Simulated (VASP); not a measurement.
# MgO2 (R-3m) in VASP: further runs

Runs on MgO2. Level: r2SCAN. Tasks: single point.

Everything below comes from runs of VASP 6.6.1. Logs are shortened: lines on timing, memory, paths and dates and some standing lists are left out, and cuts for length are marked.

## 1. The cell of the first run

Symmetry: R-3m, No. 166, trigonal system. Conventional cell: a = 3.210 Å, b = 3.210 Å, c = 11.006 Å, α = 90.00°, β = 90.00°, γ = 120.00°. Within 2.8 Å of Mg (site symmetry -3m) lie 6 O at 2.13 Å. Within 2.2 Å of O (site symmetry 3m) lie 1 O at 1.57 Å and 3 Mg at 2.13 Å.

## 2. Single point, r2SCAN (strain +0.000 along x and y, +0.050 along z)

Input file POSCAR:

```
MgO2
1.0
    1.6047610160      0.9265092046      3.6686778186
   -1.6047610160      0.9265092046      3.6686778186
    0.0000000000     -1.8530184092      3.6686778186
Mg O
1 2
Direct
    0.0000000000      0.0000000000      0.0000000000
    0.4287860000      0.4287860000      0.4287860000
    0.5712140000      0.5712140000      0.5712140000
```

Input file INCAR.step1:

```
  PREC = Accurate
  ENCUT = 520
  ISMEAR = 0
  SIGMA = 0.05
  LREAL = F
  LASPH = T
  NELM = 80
  NBANDS = 14
  GGA = PE
  ALGO = Normal
  EDIFF = 1E-4
  LWAVE = T
  LCHARG = F
```

Input file INCAR.step2:

```
  PREC = Accurate
  ENCUT = 520
  EDIFF = 1E-7
  ISMEAR = 0
  SIGMA = 0.05
  LREAL = F
  LASPH = T
  NELM = 80
  ALGO = Normal
  ISIF = 2
  LWAVE = F
  LCHARG = F
  METAGGA = R2SCAN
  LMIXTAU = T
  NBANDS = 14
  ISTART = 1
```

Input file KPOINTS:

```
Automatic mesh
0
Gamma
  12 12 12
```

Potentials or basis: VASP PAW PBE potentials, release 64 (Mg, O).

The run is started by

```sh
cat potpaw_PBE.64/Mg/POTCAR potpaw_PBE.64/O/POTCAR > POTCAR
cp INCAR.step1 INCAR
mpirun -np 1 vasp_std > vasp.out
cp INCAR.step2 INCAR
mpirun -np 1 vasp_std > vasp.out
```

OUTCAR:

```text
PREC = Accurate
   ENCUT = 520
   EDIFF = 1E-7
   ISMEAR = 0
   LREAL = F
   LASPH = T
   NELM = 80
   ISIF = 2
   METAGGA = R2SCAN
   ISTART = 1

 ion  position               nearest neighbor table
   1  0.000  0.000  0.000-   3 2.13   3 2.13   2 2.13   2 2.13   3 2.13   2 2.13
   2  0.429  0.429  0.429-   3 1.57   1 2.13   1 2.13   1 2.13
   3  0.571  0.571  0.571-   2 1.57   1 2.13   1 2.13   1 2.13

  LATTYP: Found a trigonal (rhomboedric) cell.
 ALAT       =     4.1100941791
 COS(alpha) =     0.6951071921

  Lattice vectors:

 A1 = (   1.6047610160,   0.9265092046,   3.6686778186)
 A2 = (  -1.6047610160,   0.9265092046,   3.6686778186)
 A3 = (   0.0000000000,  -1.8530184092,   3.6686778186)

Analysis of symmetry for initial positions (statically):
=====================================================================
 Subroutine PRICEL returns:
 Original cell was already a primitive cell.

 Routine SETGRP: Setting up the symmetry group for a
 trigonal (rhombohedral) supercell.

 Subroutine GETGRP returns: Found 12 space group operations
 (whereof 12 operations were pure point group operations)
 out of a pool of 12 trial point group operations.

The static configuration has the point symmetry D_3d.

Analysis of symmetry for dynamics (positions and initial velocities):
=====================================================================
 Subroutine PRICEL returns:
 Original cell was already a primitive cell.

 Routine SETGRP: Setting up the symmetry group for a
 trigonal (rhombohedral) supercell.

 Subroutine GETGRP returns: Found 12 space group operations
 (whereof 12 operations were pure point group operations)
 out of a pool of 12 trial point group operations.

The dynamic configuration has the point symmetry D_3d.

 Subroutine INISYM returns: Found 12 space group operations
 (whereof 12 operations are pure point group operations),
 and found     1 'primitive' translations

----------------------------------------------------------------------------------------

                                     Primitive cell

  volume of cell :      32.7281

  direct lattice vectors                    reciprocal lattice vectors
     1.604761016  0.926509205  3.668677819     0.311572873  0.179886682  0.090859255
    -1.604761016  0.926509205  3.668677819    -0.311572873  0.179886682  0.090859255
     0.000000000 -1.853018409  3.668677819     0.000000000 -0.359773364  0.090859255

  length of vectors
     4.110094179  4.110094179  4.110094179     0.371069101  0.371069101  0.371069101

  position of ions in fractional coordinates (direct lattice)
     0.000000000  0.000000000  0.000000000
     0.428786000  0.428786000  0.428786000
     0.571214000  0.571214000  0.571214000

  ion indices of the primitive-cell ions
   primitive index   ion index
                 1           1
                 2           2
                 3           3

----------------------------------------------------------------------------------------

 KPOINTS: Automatic mesh

Automatic generation of k-mesh.
 Grid dimensions read from file:
 generate k-points for:   12   12   12

 Generating k-lattice:

  Cartesian coordinates                     Fractional coordinates (reciprocal lattice)
     0.025964406  0.014990557  0.007571605     0.083333333 -0.000000000  0.000000000
    -0.025964406  0.014990557  0.007571605    -0.000000000  0.083333333  0.000000000
     0.000000000 -0.029981114  0.007571605     0.000000000  0.000000000  0.083333333

  Length of vectors
     0.030922425  0.030922425  0.030922425

  Shift w.r.t. Gamma in fractional coordinates (k-lattice)
     0.000000000  0.000000000  0.000000000

 Subroutine IBZKPT returns following result:
 ===========================================

 Found    189 irreducible k-points:

 Following reciprocal coordinates:
            Coordinates               Weight
  0.000000  0.000000  0.000000      1.000000
  0.083333  0.000000 -0.000000      6.000000
  0.166667  0.000000  0.000000      6.000000
  0.250000  0.000000  0.000000      6.000000
  0.333333  0.000000 -0.000000      6.000000
  0.416667  0.000000  0.000000      6.000000
[... 16 lines left out ...]
  0.500000  0.166667  0.000000     12.000000
 -0.416667  0.166667  0.000000     12.000000
 [... further k-points ...]
   k-points           NKPTS =    189   k-points in BZ     NKDIM =    189   number of bands    NBANDS=     14
   number of dos      NEDOS =    301   number of ions     NIONS =      3
   total plane-waves  NPLWV =  32768
   dimension x,y,z NGX =    32 NGY =   32 NGZ =   32
   dimension x,y,z NGXF=    64 NGYF=   64 NGZF=   64
   ions per type =               1   2
   NGX,Y,Z   is equivalent  to a cutoff of  12.94, 12.94, 12.94 a.u.
   NGXF,Y,Z  is equivalent  to a cutoff of  25.89, 25.89, 25.89 a.u.
 SYSTEM =  unknown system
   PREC   = accura    normal or accurate (medium, high low for compatibility)
   ISTART =      1    job   : 0-new  1-cont  2-samecut
[... 76 lines left out ...]
     13      17.8266      0.00000
     14      19.2834      0.00000

 k-point     2 :       0.0833    0.0000   -0.0000
  band No.  band energies     occupation
      1     -19.6564      2.00000
      2     -14.0777      2.00000
      3      -5.3092      2.00000
      4      -1.4168      2.00000
      5      -1.2416      2.00000
      6       0.8212      2.00000
      7       0.8520      2.00000
      8       6.2743      0.00000
      9       7.4602      0.00000
     10      14.1051      0.00000
     11      16.0669      0.00000
     12      17.0151      0.00000
     13      18.0229      0.00000
     14      18.9264      0.00000

 k-point     3 :       0.1667    0.0000    0.0000
  band No.  band energies     occupation
      1     -19.5685      2.00000
      2     -14.1088      2.00000
      3      -5.1744      2.00000
      4      -1.9251      2.00000
      5      -1.3076      2.00000
      6       0.6732      2.00000
      7       0.7699      2.00000
      8       6.1671      0.00000
      9       8.2275      0.00000
     10      14.2852      0.00000
     11      15.7089      0.00000
     12      16.3230      0.00000
     13      18.1238      0.00000
     14      18.5768      0.00000

 k-point     4 :       0.2500    0.0000    0.0000
  band No.  band energies     occupation
      1     -19.4448      2.00000
      2     -14.1525      2.00000
      3      -4.9826      2.00000
      4      -2.5618      2.00000
      5      -1.3954      2.00000
      6       0.5157      2.00000
      7       0.6595      2.00000
      8       6.0088      0.00000
      9       9.2149      0.00000
     10      14.4462      0.00000
     11      14.6585      0.00000
     12      16.5144      0.00000
     13      17.3983      0.00000
     14      19.2274      0.00000

 k-point     5 :       0.3333    0.0000   -0.0000
  band No.  band energies     occupation
      1     -19.3164      2.00000
      2     -14.1982      2.00000
      3      -4.7662      2.00000
      4      -3.1738      2.00000
      5      -1.4804      2.00000
      6       0.4093      2.00000
      7       0.5512      2.00000
      8       5.8143      0.00000
      9      10.1966      0.00000
     10      13.7069      0.00000
     11      14.7904      0.00000
[... 276 lines left out ...]
 k-point    22 :       0.4167    0.1667   -0.0000
  band No.  band energies     occupation
      1     -19.2259      2.00000
      2     -14.3425      2.00000
      3      -4.3983      2.00000
      4      -3.2393      2.00000
      5      -1.8178      2.00000
      6       0.1297      2.00000
      7       0.7914      2.00000
      8       5.4705      0.00000
      9      11.0186      0.00000
     10      13.2675      0.00000
     11      14.2840      0.00000
     12      16.5469      0.00000
     13      17.5780      0.00000
     14      19.7181      0.00000

 k-point    23 :       0.5000    0.1667    0.0000
  band No.  band energies     occupation
      1     -19.1559      2.00000
      2     -14.3286      2.00000
      3      -4.2775      2.00000
      4      -3.5879      2.00000
      5      -1.9181      2.00000
      6       0.1404      2.00000
      7       0.5773      2.00000
      8       5.4423      0.00000
      9      11.8625      0.00000
     10      12.8406      0.00000
     11      14.6452      0.00000
     12      16.5011      0.00000
     13      17.0239      0.00000
     14      19.9751      0.00000

 k-point    24 :      -0.4167    0.1667    0.0000
  band No.  band energies     occupation
      1     -19.1443      2.00000
      2     -14.2833      2.00000
      3      -4.4103      2.00000
      4      -3.5491      2.00000
      5      -1.9716      2.00000
      6       0.2138      2.00000
      7       0.3604      2.00000
      8       5.5323      0.00000
      9      11.9494      0.00000
     10      12.9759      0.00000
     11      14.9492      0.00000
     12      16.5217      0.00000
     13      16.6426      0.00000
     14      19.8555      0.00000

 [... further k-points ...]

------------------------ aborting loop because EDIFF is reached ----------------------------------------

  FORCE on cell =-STRESS in cart. coord.  units (eV):
  Direction    XX          YY          ZZ          XY          YZ          ZX
  --------------------------------------------------------------------------------------
  -------------------------------------------------------------------------------------
  Total       -1.2781374     -1.2781374     -5.5876546      0.0000000      0.0000000      0.0000000
  in kB      -62.5701506    -62.5701506   -273.5389674      0.0000000      0.0000000      0.0000000
  external PRESSURE =    -132.8930895 kB  Pullay stress =       0.0000000 kB

 VOLUME and BASIS-vectors are now :
 -----------------------------------------------------------------------------
  energy-cutoff  :      520.00
  volume of cell :       32.73
      direct lattice vectors                 reciprocal lattice vectors
     1.604761016  0.926509205  3.668677819     0.311572873  0.179886682  0.090859255
    -1.604761016  0.926509205  3.668677819    -0.311572873  0.179886682  0.090859255
     0.000000000 -1.853018409  3.668677819     0.000000000 -0.359773364  0.090859255

 POSITION                                       TOTAL-FORCE (eV/Angst)
 -----------------------------------------------------------------------------------
      0.00000      0.00000      0.00000         0.000000     -0.000000      0.000000
      0.00000      0.00000      4.71923         0.000000     -0.000000      0.987586
      0.00000      0.00000      6.28680         0.000000      0.000000     -0.987586
 -----------------------------------------------------------------------------------
    total drift:                               -0.000000      0.000000      0.000000

  FREE ENERGIE OF THE ION-ELECTRON SYSTEM (eV)
  ---------------------------------------------------
  free  energy   TOTEN  =       -21.3875056875 eV

  energy  without entropy=      -21.3875056875  energy(sigma->0) =      -21.38750569
```

Run time: 6.9 min. Hardware: 1 thread of Intel Xeon 8259CL, shared host; peak memory 0.24 GiB.

What came out:

```yaml
Free_energy: -21.3875 eV
Pressure: -13.3 GPa
Largest_force: 0.988 eV/Å
Band_gap_on_the_k_mesh: 1.95 eV
```

Forces on the atoms (eV/Å):
```
Mg   0.000  0.000  0.000
O    0.000  0.000  0.988
O    0.000  0.000 -0.988
```

Caveat: the cell differs from its parent crystal (strain +0.000 along x and y, +0.050 along z); the cell stands under tension; the PAW data sets were made with another functional, which shifts forces and pressure a little. A k mesh can miss the band edges.

## 3. Single point, r2SCAN (strain +0.025 along x and y, +0.000 along z)

Input file POSCAR:

```
MgO2
1.0
    1.6448800414      0.9496719347      3.4939788749
   -1.6448800414      0.9496719347      3.4939788749
    0.0000000000     -1.8993438694      3.4939788749
Mg O
1 2
Direct
    0.0000000000      0.0000000000      0.0000000000
    0.4287860000      0.4287860000      0.4287860000
    0.5712140000      0.5712140000      0.5712140000
```

Input file INCAR.step1:

```
SYSTEM = MgO2
PREC = Accurate ; ENCUT = 520
ISMEAR = 0 ; SIGMA = 0.05
LREAL = .FALSE. ; LASPH = .TRUE.
NELM = 60 ; NBANDS = 14
GGA = PE ; ALGO = Normal
EDIFF = 1E-4 ; LWAVE = .TRUE.
LCHARG = .FALSE.
```

Input file INCAR.step2:

```
SYSTEM = MgO2
PREC = Accurate ; ENCUT = 520
EDIFF = 1E-6 ; ISMEAR = 0
SIGMA = 0.05 ; LREAL = .FALSE.
LASPH = .TRUE. ; NELM = 60
ALGO = Normal ; ISIF = 2
LWAVE = .FALSE. ; LCHARG = .FALSE.
METAGGA = R2SCAN ; LMIXTAU = .TRUE.
NBANDS = 14 ; ISTART = 1
```

Input file KPOINTS:

```
Automatic mesh
0
G
  12 12 12
  0 0 0
```

Potentials or basis: VASP PAW PBE potentials, release 64 (Mg, O).

The run is started by

```sh
cat potpaw_PBE.64/Mg/POTCAR potpaw_PBE.64/O/POTCAR > POTCAR
cp INCAR.step1 INCAR
mpirun -np 1 vasp_std > vasp.out
cp INCAR.step2 INCAR
mpirun -np 1 vasp_std > vasp.out
```

Wall time 9 min (1 thread of Intel Xeon 8259CL, shared host); peak memory 0.23 GiB.

The run converged. Its results:

* Free energy: -21.4630 eV
* Pressure: -10.0 GPa
* Largest force: 0.329 eV/Å
* Band gap on the k mesh: 2.97 eV

Forces in eV/Å, atoms in the order of the input:
```
Mg   0.000  0.000  0.000
O    0.000  0.000 -0.329
O    0.000  0.000  0.329
```

Stress tensor (GPa, compression positive):
```
-12.03   0.00   0.00
  0.00 -12.03   0.00
  0.00   0.00  -5.91
```

Levels at points of the mesh, in eV from the valence-band top:
| k point | band 3 | band 4 | band 5 | band 6 | band 7 | band 8 | band 9 | band 10 | band 11 | band 12 |
| --- | --- | --- | --- | --- | --- | --- | --- | --- | --- | --- |
| (0.00, 0.00, 0.00) | -7.33 | -3.45 | -3.45 | -0.79 | -0.79 | 4.84 | 5.59 | 12.84 | 14.96 | 15.29 |
| (0.50, 0.00, 0.00) | -6.41 | -5.93 | -3.73 | -1.23 | -0.98 | 4.93 | 9.00 | 10.43 | 13.16 | 14.72 |
| (0.50, 0.50, 0.00) | -5.79 | -5.28 | -4.43 | -1.99 | -0.08 | 4.24 | 8.22 | 11.26 | 12.97 | 13.50 |
| (0.50, 0.50, 0.50) | -4.77 | -3.96 | -3.96 | 0.00 | 0.00 | 2.97 | 5.36 | 9.98 | 14.48 | 14.48 |

Caveat: the cell differs from its parent crystal (strain +0.025 along x and y, +0.000 along z); the cell stands under tension; the PAW data sets were made with another functional, which shifts forces and pressure a little. A k mesh can miss the band edges.

## 4. Single point, r2SCAN (strain +0.050 along x and y, -0.025 along z)

Input file POSCAR:

```
MgO2
1.0
    1.6849990668      0.9728346648      3.4066294030
   -1.6849990668      0.9728346648      3.4066294030
    0.0000000000     -1.9456693296      3.4066294030
Mg O
1 2
Direct
    0.0000000000      0.0000000000      0.0000000000
    0.4287860000      0.4287860000      0.4287860000
    0.5712140000      0.5712140000      0.5712140000
```

Input file INCAR.step1:

```
SYSTEM = MgO2
PREC     = Accurate       ! precision mode
ENCUT    = 520            ! plane-wave cutoff, eV
ISMEAR   = 0              ! smearing method
SIGMA    = 0.05           ! smearing width, eV
LREAL    = .False.        ! projectors in reciprocal space
LASPH    = .True.         ! aspherical terms in the spheres
NELM     = 80             ! most SCF steps
NBANDS   = 14             ! bands
GGA      = PE             ! functional
ALGO     = Normal         ! electronic algorithm
EDIFF    = 1E-4           ! SCF threshold, eV
LWAVE    = .True.         ! write WAVECAR
LCHARG   = .False.        ! write CHGCAR
```

Input file INCAR.step2:

```
SYSTEM = MgO2
PREC     = Accurate       ! precision mode
ENCUT    = 520            ! plane-wave cutoff, eV
EDIFF    = 1E-6           ! SCF threshold, eV
ISMEAR   = 0              ! smearing method
SIGMA    = 0.05           ! smearing width, eV
LREAL    = .False.        ! projectors in reciprocal space
LASPH    = .True.         ! aspherical terms in the spheres
NELM     = 80             ! most SCF steps
ALGO     = Normal         ! electronic algorithm
ISIF     = 2              ! what is computed and relaxed
LWAVE    = .False.        ! write WAVECAR
LCHARG   = .False.        ! write CHGCAR
METAGGA  = R2SCAN         ! meta-GGA
LMIXTAU  = .True.       
NBANDS   = 14             ! bands
ISTART   = 1
```

Input file KPOINTS:

```
regular mesh
0
Gamma
  12 12 12
  0 0 0
```

The run is started by

```sh
cat potpaw_PBE.64/Mg/POTCAR potpaw_PBE.64/O/POTCAR > POTCAR
cp INCAR.step1 INCAR
mpirun -np 1 vasp_std > vasp.out
cp INCAR.step2 INCAR
mpirun -np 1 vasp_std > vasp.out
```

Wall time 9.3 min (1 thread of Intel Xeon 8259CL, shared host); peak memory 0.23 GiB.

The run converged. Its results:

```yaml
Free_energy: -21.3181 eV
Pressure: -9.2 GPa
Largest_force: 1.417 eV/Å
Band_gap_on_the_k_mesh: 3.37 eV (least direct gap 3.47 eV)
```

Forces in eV/Å, atoms in the order of the input:
```
Mg   0.000  0.000  0.000
O    0.000  0.000 -1.417
O    0.000  0.000  1.417
```

Stress tensor (GPa, compression positive):
```
-16.93   0.00   0.00
  0.00 -16.93   0.00
  0.00   0.00   6.15
```

Levels at points of the mesh, in eV from the valence-band top:
| k point | band 5 | band 6 | band 7 | band 8 | band 9 | band 10 |
| --- | --- | --- | --- | --- | --- | --- |
| (0.00, 0.00, 0.00) | -3.85 | -0.83 | -0.83 | 4.23 | 6.02 | 12.98 |
| (0.50, 0.00, 0.00) | -4.08 | -1.28 | -0.81 | 5.42 | 8.40 | 9.57 |
| (0.50, 0.50, 0.00) | -4.82 | -1.90 | -0.01 | 4.78 | 7.52 | 10.45 |
| (0.50, 0.50, 0.50) | -4.37 | 0.00 | 0.00 | 3.51 | 4.72 | 9.82 |

Caveat: the cell differs from its parent crystal (strain +0.050 along x and y, -0.025 along z); the cell stands under tension; the PAW data sets were made with another functional, which shifts forces and pressure a little. A k mesh can miss the band edges.

## 5. The runs side by side

```csv
cell,gap on the mesh (eV),pressure (GPa),largest force (eV/Å)
"a = 4.110 Å, angles 46.0°, 3 atoms",1.95,-13.3,0.99
"a = 3.977 Å, angles 48.9°, 3 atoms",2.97,-10.0,0.33
"a = 3.923 Å, angles 50.9°, 3 atoms",3.37,-9.2,1.42
```

Alike in all rows: task single point; level r2SCAN; potentials or basis VASP PAW PBE potentials, release 64 (Mg, O); no spin polarisation; k mesh 12 × 12 × 12; cutoff (eV) 520; smearing gaussian 0.05 eV.

Caveats: the cell stands under tension; the PAW data sets were made with another functional, which shifts forces and pressure a little.

Absolute energies hang on the potentials; compare differences alone.
